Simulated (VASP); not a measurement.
# Nb (R-3m) in VASP: notebook, part 3 of 3

VASP 6.6.1. Earlier steps stand in the parts before.

## Step 6: Electric field gradients, LDA (equal xy, yz and zx shear strains of +2 %)

INCAR reads:

```
PREC = Accurate
ENCUT = 520
EDIFF = 1E-8
ISMEAR = -1
SIGMA = 0.03
LREAL = F
LASPH = T
NELM = 80
ALGO = Normal
ISIF = 2
LWAVE = F
LCHARG = F
LEFG = T
NBANDS = 12
```

KPOINTS reads:

```
Automatic mesh
0
Gamma
  13 13 13
```

POSCAR reads:

```
Nb
1.0
    0.0423000000      2.1361500000      2.1361500000
    2.1361500000      0.0423000000      2.1361500000
    2.1361500000      2.1361500000      0.0423000000
Nb
1
Direct
    0.0000000000      0.0000000000      0.0000000000
```

Potentials or basis: VASP PAW LDA potentials, release 64 (Nb_sv).

The run is started by

```bash
$ cat potpaw_LDA.64/Nb_sv/POTCAR > POTCAR
$ mpirun -np 1 vasp_std > vasp.out
```

OUTCAR:

```text
PREC = Accurate
   ENCUT = 520
   EDIFF = 1E-8
   ISMEAR = -1
   LREAL = F
   LASPH = T
   NELM = 80
   ISIF = 2

 ion  position               nearest neighbor table
   1  0.000  0.000  0.000-

  LATTYP: Found a trigonal (rhomboedric) cell.
 ALAT       =     3.0212684315
 COS(alpha) =     0.5197000882

  Lattice vectors:

 A1 = (   0.0423000000,   2.1361500000,   2.1361500000)
 A2 = (   2.1361500000,   0.0423000000,   2.1361500000)
 A3 = (   2.1361500000,   2.1361500000,   0.0423000000)

Analysis of symmetry for initial positions (statically):
=====================================================================
 Subroutine PRICEL returns:
 Original cell was already a primitive cell.

 Routine SETGRP: Setting up the symmetry group for a
 trigonal (rhombohedral) supercell.

 Subroutine GETGRP returns: Found 12 space group operations
 (whereof 12 operations were pure point group operations)
 out of a pool of 12 trial point group operations.

The static configuration has the point symmetry D_3d.

Analysis of symmetry for dynamics (positions and initial velocities):
=====================================================================
 Subroutine PRICEL returns:
 Original cell was already a primitive cell.

 Routine SETGRP: Setting up the symmetry group for a
 trigonal (rhombohedral) supercell.

 Subroutine GETGRP returns: Found 12 space group operations
 (whereof 12 operations were pure point group operations)
 out of a pool of 12 trial point group operations.

The dynamic configuration has the point symmetry D_3d.

 Subroutine INISYM returns: Found 12 space group operations
 (whereof 12 operations are pure point group operations),
 and found     1 'primitive' translations

[... 155 lines left out ...]
      8      10.8863      0.00043
      9      13.3039      0.00000
     10      13.3039      0.00000
     11      22.5258      0.00000
     12      26.7527      0.00000
[... 331 lines left out ...]
 k-point    24 :       0.4615    0.1538   -0.0000
  band No.  band energies     occupation
      1     -43.6321      2.00000
      2     -20.4198      2.00000
      3     -19.6801      2.00000
      4     -19.6314      2.00000
      5       7.4921      2.00000
      6       9.6901      2.00000
      7      10.7064      0.15982
      8      11.2664      0.00000
      9      15.2464      0.00000
     10      15.8643      0.00000
     11      21.3950      0.00000
     12      24.2090      0.00000

 [... further k-points ...]
[... 5 lines left out ...]
  --------------------------------------------------------------------------------------
  -------------------------------------------------------------------------------------
  Total       -1.2247124     -1.2247124     -1.2247124      0.1132950      0.1132950      0.1132950
  in kB     -103.7320678   -103.7320678   -103.7320678      9.5959912      9.5959912      9.5959912
  external PRESSURE =    -103.7320678 kB  Pullay stress =       0.0000000 kB

 VOLUME and BASIS-vectors are now :
 -----------------------------------------------------------------------------
  energy-cutoff  :      520.00
  volume of cell :       18.92
      direct lattice vectors                 reciprocal lattice vectors
     0.042300000  2.136150000  2.136150000    -0.241135688  0.236453442  0.236453442
     2.136150000  0.042300000  2.136150000     0.236453442 -0.241135688  0.236453442
     2.136150000  2.136150000  0.042300000     0.236453442  0.236453442 -0.241135688

 POSITION                                       TOTAL-FORCE (eV/Angst)
 -----------------------------------------------------------------------------------
      0.00000      0.00000      0.00000         0.000000     -0.000000      0.000000
 -----------------------------------------------------------------------------------
    total drift:                               -0.000000     -0.000000     -0.000000

  FREE ENERGIE OF THE ION-ELECTRON SYSTEM (eV)
  ---------------------------------------------------
  free  energy   TOTEN  =       -10.8543253299 eV

  energy  without entropy=      -10.8495917723  energy(sigma->0) =      -10.85195855

 Electric field gradients (V/A^2)
---------------------------------------------------------------------
 ion       V_xx      V_yy      V_zz      V_xy      V_xz      V_yz
---------------------------------------------------------------------
   1       0.000    -0.000     0.000    -2.347    -2.347    -2.347
---------------------------------------------------------------------

 Electric field gradients after diagonalization (V/A^2)
 (convention: |V_zz| > |V_xx| > |V_yy|)
----------------------------------------------------------------------
 ion       V_xx      V_yy      V_zz     asymmetry (V_yy - V_xx)/ V_zz
----------------------------------------------------------------------
   1       2.347     2.347    -4.695       0.000
----------------------------------------------------------------------

           NMR quadrupolar parameters

 Cq : quadrupolar parameter    Cq=e*Q*V_zz/h
 eta: asymmetry parameters     (V_yy - V_xx)/ V_zz
 Q  : nuclear electric quadrupole moment in mb (millibarn)
----------------------------------------------------------------------
 ion       Cq(MHz)       eta       Q (mb)
----------------------------------------------------------------------
   1      -0.011       0.000       1.000
----------------------------------------------------------------------
```

OSZICAR:

```text
N       E                     dE             d eps       ncg     rms          rms(c)
DAV:   1     0.121337120306E+03    0.12134E+03   -0.71272E+03  5552   0.108E+03
DAV:   2    -0.579829714033E+01   -0.12714E+03   -0.12271E+03  6044   0.407E+02
DAV:   3    -0.110393597972E+02   -0.52411E+01   -0.49716E+01  8324   0.727E+01
DAV:   4    -0.113694694065E+02   -0.33011E+00   -0.32658E+00  8036   0.155E+01
DAV:   5    -0.113819888490E+02   -0.12519E-01   -0.12512E-01  8328   0.274E+00    0.653E+00
DAV:   6    -0.109143298996E+02    0.46766E+00   -0.71136E-01  9048   0.106E+01    0.228E+00
DAV:   7    -0.108526981854E+02    0.61632E-01   -0.19269E-01  9196   0.533E+00    0.923E-01
DAV:   8    -0.108542474060E+02   -0.15492E-02   -0.11611E-02  6896   0.136E+00    0.342E-02
DAV:   9    -0.108543163131E+02   -0.68907E-04   -0.72113E-04  9196   0.280E-01    0.259E-02
DAV:  10    -0.108543253371E+02   -0.90240E-05   -0.15502E-05  7068   0.421E-02    0.142E-02
DAV:  11    -0.108543254000E+02   -0.62853E-07   -0.67483E-06  8064   0.407E-02    0.299E-03
DAV:  12    -0.108543253408E+02    0.59136E-07   -0.64328E-07  8784   0.105E-02    0.109E-03
DAV:  13    -0.108543253268E+02    0.13996E-07   -0.19975E-08  6400   0.168E-03    0.243E-04
DAV:  14    -0.108543253299E+02   -0.31139E-08   -0.45000E-09  4652   0.722E-04
   1 F= -.10854325E+02 E0= -.10851959E+02  d E =-.473356E-02
```

Wall time 48 s (1 thread of AMD EPYC 7R43 (Zen 3), shared host); peak memory 0.13 GiB.

Results:

```
Free energy : -10.8543 eV
Pressure    : -10.4 GPa
```

Stress tensor (GPa, compression positive):
```
-10.37   0.96   0.96
  0.96 -10.37   0.96
  0.96   0.96 -10.37
```

Electric field gradients, principal values (V/Å²):
```tsv
atom	least	middle	greatest (by size)
1 Nb	2.347	2.347	-4.695
```

Caveat: the cell differs from its parent crystal (equal xy, yz and zx shear strains of +2 %); without QUAD_EFG the Cq values of the log hold for a quadrupole moment of 1 mb, not for the nuclei.

## Step 7: Summary

```tsv
cell	gap on the mesh (eV)	pressure (GPa)
a = 2.961 Å, angles 61.3°, 1 atom	none	-10.6
a = 2.976 Å, angles 60.7°, 1 atom	none	-10.4
a = 3.006 Å, angles 59.3°, 1 atom	none	-10.4
a = 3.021 Å, angles 58.7°, 1 atom	none	-10.4
```

Alike in all rows: task electric field gradients; level LDA; potentials or basis VASP PAW LDA potentials, release 64 (Nb_sv); no spin polarisation; k mesh 13 × 13 × 13; cutoff (eV) 520; smearing fermi-dirac 0.03 eV.

Total energies depend on the potentials used, so only differences within one code and one set of settings carry meaning.
